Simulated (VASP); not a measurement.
# LiP4Ir (F-43m) in VASP: relaxation of cell and atoms with PBE

Aim: the relaxation of cell and atoms of LiP4Ir with PBE.

Everything below comes from runs of VASP 6.6.1. Logs are shortened: lines on timing, memory, paths and dates and some standing lists are left out, and cuts for length are marked.

## Step 1: The cell of the first run

Symmetry: F-43m, No. 216, cubic system. The conventional cell has a = 7.093 Å, b = 7.093 Å, c = 7.093 Å, α = 90.00°, β = 90.00°, γ = 90.00°. Within 3.9 Å of Li (site symmetry -43m) lie 12 P at 2.94 Å and 4 Ir at 3.07 Å. Within 3.3 Å of P (site symmetry 3m) lie 6 P at 2.51 Å and 3 Li at 2.94 Å and 3 Ir at 2.94 Å. Ir (site symmetry -43m) has 12 P at 2.94 Å and 4 Li at 3.07 Å within 3.9 Å.

## Step 2: Relaxation of cell and atoms, PBE

The input, INCAR:

```
SYSTEM = LiP4Ir
  PREC = Accurate
  ENCUT = 600
  EDIFF = 1E-7
  ISMEAR = 0
  SIGMA = 0.1
  LREAL = .False.
  LASPH = .True.
  NELM = 80
  ALGO = Fast
  ISIF = 3
  LWAVE = .False.
  LCHARG = .False.
  GGA = PE
  IBRION = 2
  NSW = 100
  EDIFFG = -0.01
```

The input, KPOINTS:

```
Automatic mesh
0
Gamma
  10 10 10
  0 0 0
```

The input, POSCAR:

```
LiP4Ir
1.0
    0.0000000000      3.5464064976      3.5464064976
    3.5464064976      0.0000000000      3.5464064976
    3.5464064976      3.5464064976      0.0000000000
Li P Ir
1 4 1
Direct
    0.7500000000      0.7500000000      0.7500000000
    0.3750000000      0.8750000000      0.3750000000
    0.3750000000      0.3750000000      0.8750000000
    0.3750000000      0.3750000000      0.3750000000
    0.8750000000      0.3750000000      0.3750000000
    0.0000000000      0.0000000000      0.0000000000
```

Potentials or basis: VASP PAW PBE potentials, release 64 (Li_sv, P, Ir).

Launch:

```console
$ cat potpaw_PBE.64/Li_sv/POTCAR potpaw_PBE.64/P/POTCAR potpaw_PBE.64/Ir/POTCAR > POTCAR
$ mpirun -np 1 vasp_std > vasp.out
```

OUTCAR:

```text
SYSTEM = LiP4Ir
   PREC = Accurate
   ENCUT = 600
   EDIFF = 1E-7
   ISMEAR = 0
   LREAL = .False.
   LASPH = .True.
   NELM = 80
   ISIF = 3
   GGA = PE
   IBRION = 2
   NSW = 100
   EDIFFG = -0.01

 ion  position               nearest neighbor table
   1  0.750  0.750  0.750-
   2  0.375  0.875  0.375-   4 2.51   3 2.51   3 2.51   4 2.51   5 2.51   5 2.51   6 2.94   6 2.94
                             6 2.94
   3  0.375  0.375  0.875-   4 2.51   2 2.51   4 2.51   5 2.51   2 2.51   5 2.51   6 2.94   6 2.94
                             6 2.94
   4  0.375  0.375  0.375-   2 2.51   3 2.51   5 2.51   3 2.51   2 2.51   5 2.51   6 2.94   6 2.94
                             6 2.94
   5  0.875  0.375  0.375-   4 2.51   3 2.51   2 2.51   2 2.51   3 2.51   4 2.51   6 2.94   6 2.94
                             6 2.94
   6  0.000  0.000  0.000-   2 2.94   3 2.94   5 2.94   2 2.94   4 2.94   5 2.94   3 2.94   4 2.94
                             5 2.94   2 2.94   3 2.94   4 2.94

  LATTYP: Found a face centered cubic cell.
 ALAT       =     7.0928129952

  Lattice vectors:

 A1 = (   0.0000000000,   3.5464064976,   3.5464064976)
 A2 = (   3.5464064976,   0.0000000000,   3.5464064976)
 A3 = (   3.5464064976,   3.5464064976,   0.0000000000)

Analysis of symmetry for initial positions (statically):
=====================================================================
 Subroutine PRICEL returns:
 Original cell was already a primitive cell.

 Routine SETGRP: Setting up the symmetry group for a
 face centered cubic supercell.

 Subroutine GETGRP returns: Found 24 space group operations
 (whereof 24 operations were pure point group operations)
 out of a pool of 48 trial point group operations.

The static configuration has the point symmetry T_d .

Analysis of symmetry for dynamics (positions and initial velocities):
=====================================================================
 Subroutine PRICEL returns:
 Original cell was already a primitive cell.

 Routine SETGRP: Setting up the symmetry group for a
 face centered cubic supercell.

 Subroutine GETGRP returns: Found 24 space group operations
 (whereof 24 operations were pure point group operations)
 out of a pool of 48 trial point group operations.

The dynamic configuration has the point symmetry T_d .

 Subroutine INISYM returns: Found 24 space group operations
 (whereof 24 operations are pure point group operations),
 and found     1 'primitive' translations

----------------------------------------------------------------------------------------

                                     Primitive cell

  volume of cell :      89.2063

  direct lattice vectors                    reciprocal lattice vectors
     0.000000000  3.546406498  3.546406498    -0.140987786  0.140987786  0.140987786
     3.546406498  0.000000000  3.546406498     0.140987786 -0.140987786  0.140987786
     3.546406498  3.546406498  0.000000000     0.140987786  0.140987786 -0.140987786

  length of vectors
     5.015376167  5.015376167  5.015376167     0.244198008  0.244198008  0.244198008

  position of ions in fractional coordinates (direct lattice)
     0.750000000  0.750000000  0.750000000
     0.375000000  0.875000000  0.375000000
     0.375000000  0.375000000  0.875000000
     0.375000000  0.375000000  0.375000000
     0.875000000  0.375000000  0.375000000
     0.000000000  0.000000000  0.000000000

  ion indices of the primitive-cell ions
   primitive index   ion index
                 1           1
                 2           2
                 3           3
                 4           4
                 5           5
                 6           6

----------------------------------------------------------------------------------------

 KPOINTS: Automatic mesh

Automatic generation of k-mesh.
 Grid dimensions read from file:
 generate k-points for:   10   10   10

 Generating k-lattice:

  Cartesian coordinates                     Fractional coordinates (reciprocal lattice)
    -0.014098779  0.014098779  0.014098779     0.100000000  0.000000000  0.000000000
     0.014098779 -0.014098779  0.014098779     0.000000000  0.100000000  0.000000000
     0.014098779  0.014098779 -0.014098779     0.000000000  0.000000000  0.100000000

  Length of vectors
     0.024419801  0.024419801  0.024419801

  Shift w.r.t. Gamma in fractional coordinates (k-lattice)
     0.000000000  0.000000000  0.000000000

 Subroutine IBZKPT returns following result:
 ===========================================

 Found     47 irreducible k-points:

 Following reciprocal coordinates:
            Coordinates               Weight
  0.000000  0.000000  0.000000      1.000000
  0.100000  0.000000  0.000000      8.000000
  0.200000  0.000000  0.000000      8.000000
  0.300000  0.000000  0.000000      8.000000
  0.400000  0.000000  0.000000      8.000000
  0.500000  0.000000  0.000000      4.000000
[... 16 lines left out ...]
  0.300000  0.300000  0.000000      6.000000
  0.400000  0.300000  0.000000     24.000000
 [... further k-points ...]
   k-points           NKPTS =     47   k-points in BZ     NKDIM =     47   number of bands    NBANDS=     20
   number of dos      NEDOS =    301   number of ions     NIONS =      6
   total plane-waves  NPLWV =  64000
   dimension x,y,z NGX =    40 NGY =   40 NGZ =   40
   dimension x,y,z NGXF=    80 NGYF=   80 NGZF=   80
   ions per type =               1   4   1
   NGX,Y,Z   is equivalent  to a cutoff of  13.26, 13.26, 13.26 a.u.
   NGXF,Y,Z  is equivalent  to a cutoff of  26.52, 26.52, 26.52 a.u.
 SYSTEM =  LiP4Ir
   PREC   = accura    normal or accurate (medium, high low for compatibility)
   ISTART =      0    job   : 0-new  1-cont  2-samecut
   ICHARG =      2    charge: 1-file 2-atom 10-const
   ISPIN  =      1    spin polarized calculation?
   LNONCOLLINEAR =      F non collinear calculations
   LSORBIT =      F    spin-orbit coupling
   LASPH  =      T    aspherical Exc in radial PAW
   ENCUT  =  600.0 eV  44.10 Ry    6.64 a.u.  10.02 10.02 10.02*2*pi/ulx,y,z
   NELM   =     80;   NELMIN=  2; NELMDL= -5     # of ELM steps
   EDIFF  = 0.1E-06   stopping-criterion for ELM
   LREAL  =      F    real-space projection
   EDIFFG = -.1E-01   stopping-criterion for IOM
   NSW    =    100    number of steps for IOM
   IBRION =      2    ionic relax: 0-MD 1-quasi-New 2-CG
   NFREE  =      1    steps in history (QN), initial steepest desc. (CG)
   ISIF   =      3    stress and relaxation
   ISYM   =      2    0-nonsym 1-usesym 2-fastsym
   POTIM  = 0.5000    time-step for ionic-motion
   TEBEG  =    0.0;   TEEND  =   0.0 temperature during run
   PSTRESS=    0.0 pullay stress
   NELECT =      32.0000    total number of electrons
   NUPDOWN=      -1.0000    fix difference up-down
   EMIN   =  10.00;   EMAX   =-10.00  energy-range for DOS
   EFERMI =   0.00;   METHOD = LEGACY
   ISMEAR =     0;   SIGMA  =   0.10  broadening in eV -4-tet -1-fermi 0-gaus
   EFERMI_NEDOS =   21; number of points for ismear=-14 and -15
   IALGO  =     68    algorithm
   IMIX   =      4    mixing-type and parameters
     AMIX     =   0.40;   BMIX     =  1.00
     AMIX_MAG =   1.60;   BMIX_MAG =  1.00
  volume/ion in A,a.u.               =      14.87       100.33
  Fermi-wavevector in a.u.,A,eV,Ry     =   1.163214  2.198156 18.409594  1.353067
  Thomas-Fermi vector in A             =   2.299766
   LORBIT       =      0    0 simple, 1 ext, 2 COOP (PROOUT), +10 PAW based schemes
   GGA     = PE    functional components
   LHFCALC =     F    Hartree Fock is set to
   AEXX    =    0.0000 exact exchange contribution
   IVDW    =     0    specifies the selected vdW correction
   LEPSILON=     F    determine dielectric tensor
   LRPA    =     F    only Hartree local field effects (RPA)
 conjugate gradient relaxation of ions
 non-spin polarized calculation
 RMM-DIIS sequential band-by-band and
 Gauss-broadening in eV      SIGMA  =   0.10
  energy-cutoff  :      600.00
  volume of cell :       89.21
 maximum number of plane-waves:      3000
   NGX = 21   NGY = 21   NGZ = 21

--------------------------------------- Ionic step        1  -------------------------------------------

 number of electron      31.9999997 magnetization

 Free energy of the ion-electron system (eV)
  ---------------------------------------------------
  ext. energy  EPLUGINS =         0.00000000
  ---------------------------------------------------
  free energy    TOTEN  =       -29.06885192 eV

  energy without entropy =      -29.04742828  energy(sigma->0) =      -29.05814010

------------------------ aborting loop because EDIFF is reached ----------------------------------------

  FORCE on cell =-STRESS in cart. coord.  units (eV):
  Direction    XX          YY          ZZ          XY          YZ          ZX
  --------------------------------------------------------------------------------------
  -------------------------------------------------------------------------------------
  Total       -1.4115679     -1.4115679     -1.4115679      0.0000000      0.0000000      0.0000000
  in kB      -25.3522674    -25.3522674    -25.3522674      0.0000000      0.0000000      0.0000000
  external PRESSURE =     -25.3522674 kB  Pullay stress =       0.0000000 kB
[... 305 lines left out ...]
  energy  without entropy=      -29.1092017010  energy(sigma->0) =      -29.11642051

--------------------------------------- Ionic step        9  -------------------------------------------

 number of electron      31.9999997 magnetization

 Free energy of the ion-electron system (eV)
  ---------------------------------------------------
  ext. energy  EPLUGINS =         0.00000000
  ---------------------------------------------------
  free energy    TOTEN  =       -29.12368698 eV

  energy without entropy =      -29.10908615  energy(sigma->0) =      -29.11638657

 E-fermi :   8.4464     XC(G=0): -11.2049

 val. band max:        8.4426863453   @ k =   0.5000   0.4000   0.1000
 cond. band min:       8.4493040795   @ k =   0.2000   0.2000   0.0000
 fundamental gap:      0.0066177342
 Fermi energy:         8.4463507294

 k-point     1 :       0.0000    0.0000    0.0000
  band No.  band energies     occupation
      1     -38.1751      2.00000
      2      -7.7268      2.00000
      3      -0.8477      2.00000
      4      -0.3689      2.00000
      5      -0.3689      2.00000
      6      -0.3689      2.00000
[... 12 lines left out ...]
     19      10.0820      0.00000
[... 513 lines left out ...]
      4      -1.4604      2.00000
      5      -1.3401      2.00000
      6       1.4348      2.00000
[... 12 lines left out ...]
     19      10.1910      0.00000
     20      10.6867      0.00000

 [... further k-points ...]
[... 5 lines left out ...]
  --------------------------------------------------------------------------------------
  -------------------------------------------------------------------------------------
  Total       -0.0028871     -0.0028871     -0.0028871      0.0000000     -0.0000000      0.0000000
  in kB       -0.0529669     -0.0529669     -0.0529669      0.0000000     -0.0000000      0.0000000
  external PRESSURE =      -0.0529669 kB  Pullay stress =       0.0000000 kB
[... 21 lines left out ...]
  FREE ENERGIE OF THE ION-ELECTRON SYSTEM (eV)
  ---------------------------------------------------
  free  energy   TOTEN  =       -29.1236869833 eV

  energy  without entropy=      -29.1090861476  energy(sigma->0) =      -29.11638657

 reached required accuracy - stopping structural energy minimisation
```

It took 36 min on 1 thread of Oxide Virtual Turin-like, shared host; peak memory 0.29 GiB.

What came out:

```
Free energy                           : -29.1237 eV
Relaxed volume                        : 14.56 Å³/atom
Relaxed cell                          : a = 4.980 Å, b = 4.980 Å, c = 4.980 Å, α = 60.00°, β = 60.00°, γ = 60.00°
Space group after relaxing (to 0.1 Å) : F-43m (No. 216)
Energy gained by relaxing             : 9.1 meV/atom
Ionic steps                           : 9
Pressure after relaxing               : 0.0 GPa
Band gap on the k mesh                : zero (bands 16 and 17 overlap by 1.62 eV)
```

The path:
```csv
step,energy change (eV),largest force (eV/Å),pressure (GPa),volume (Å³)
1,0.0000,0.2286,-2.54,89.21
2,-0.0311,0.2173,0.38,86.20
3,-0.0312,0.2155,0.51,86.08
4,-0.0407,0.1601,0.51,86.11
5,-0.0515,0.0360,1.08,86.21
6,-0.0528,0.0045,-0.72,88.19
7,-0.0548,0.0143,0.04,87.32
8,-0.0548,0.0144,0.02,87.34
9,-0.0548,0.0063,-0.01,87.33
```

Final structure:
```
Li P Ir
1.0
     0.00000    3.52140    3.52140
     3.52140    0.00000    3.52140
     3.52140    3.52140    0.00000
Li P Ir
1 4 1
Direct
  0.75000 0.75000 0.75000
  0.38029 0.85914 0.38029
  0.38029 0.38029 0.85914
  0.38029 0.38029 0.38029
  0.85914 0.38029 0.38029
  0.00000 0.00000 0.00000
```

Caveat: the cutoff is under 1.25 times the usual one of these potentials, so pressure, stress and relaxed cells hold a basis-set (Pulay) error; spin-orbit coupling is left out, which moves the levels of the heavy elements.
